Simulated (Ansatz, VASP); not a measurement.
# Pt in VASP and in Ansatz

File POSCAR:

```
Pt
1.0
    2.4845990542      0.0000000000      0.0000000000
   -1.2422995271      2.1517258992      0.0000000000
    0.0000000000      0.0000000000      4.7921340000
Pt
2
Direct
    0.6666666667      0.3333333333      0.7500000000
    0.3333333333      0.6666666667      0.2500000000
```

The input INCAR.step1:

```
SYSTEM = Pt
PREC = Accurate
ENCUT = 520
ISMEAR = 0
SIGMA = 0.15
LREAL = .False.
LASPH = .True.
NELM = 60
NBANDS = 17
GGA = PE
ALGO = Normal
EDIFF = 1E-4
LWAVE = .True.
LCHARG = .False.
```

File INCAR.step2:

```
SYSTEM = Pt
PREC = Accurate
ENCUT = 520
EDIFF = 1E-6
ISMEAR = 0
SIGMA = 0.15
LREAL = .False.
LASPH = .True.
NELM = 60
ALGO = Normal
ISIF = 2
LWAVE = .False.
LCHARG = .True.
METAGGA = R2SCAN
LMIXTAU = .True.
LELF = .True.
LVHAR = .True.
NBANDS = 17
ISTART = 1
```

File KPOINTS:

```
regular mesh
0
Gamma
  18 18 10
  0 0 0
```

Input for Ansatz:

```yaml
crystal:
  lattice:
    - [2.4845990542, 0.0, 0.0]
    - [-1.2422995271, 2.1517258992, 0.0]
    - [0.0, 0.0, 4.792134]
  atoms:
    - { symbol: Pt, position: [0.6666666667, 0.3333333333, 0.75] }
    - { symbol: Pt, position: [0.3333333333, 0.6666666667, 0.25] }
basis:
  ecutwfc: 500
kpoints:
  mp_grid: { grid: [18, 18, 10] }
hamiltonian:
  xc: r2scan
scf:
  occupations: { method: gaussian, width: 0.15 }
output:
  forces: true
  stress: true
  eigenvalues: true
  write_density: true
  write_potential: true
  elf: true
  volumetric_format: npy
```

Change from the starting cell: strain -0.1000 x Voigt [1, 1, 0, 0, 0, 0], atoms carried along.

Alike in both runs: task single point; functional r2SCAN; k mesh 18 × 18 × 10; occupations gaussian, width 0.15 eV; no spin polarisation.

|  | VASP | Ansatz |
| --- | --- | --- |
| version | VASP 6.6.1 | Ansatz 0.2.0 |
| potentials or method | VASP PAW PBE potentials, release 64 (Pt), cutoff 520 eV | scalar-relativistic, plane waves, PAW |
| valence electrons in the cell | 20 | 36 |

Ansatz gave:

- gap on the k mesh at the Fermi level (eV): none
- pressure (GPa): 94.0
- traceless stress, the component that is largest in VASP (GPa): -53.42

Q: Which values does VASP return?

A: gap on the k mesh at the Fermi level (eV): none; pressure (GPa): 96.6; traceless stress, the component that is largest in VASP (GPa): -54.36.

VASP's potentials were made for PBE, not for r2SCAN. A gap of «none» marks a metal or a gap that the smearing closes. Both programs put the cell under a high pressure, so it lies far from rest at this level. With one functional, cell and mesh, what is left measures potentials, basis and numerics. VASP's potentials hold 20 valence electrons a cell and Ansatz's 36, so a difference there can come from the potentials and not from the codes.

Spin-orbit coupling is off throughout. Noted on VASP's run: the cell as given lies far from equilibrium.
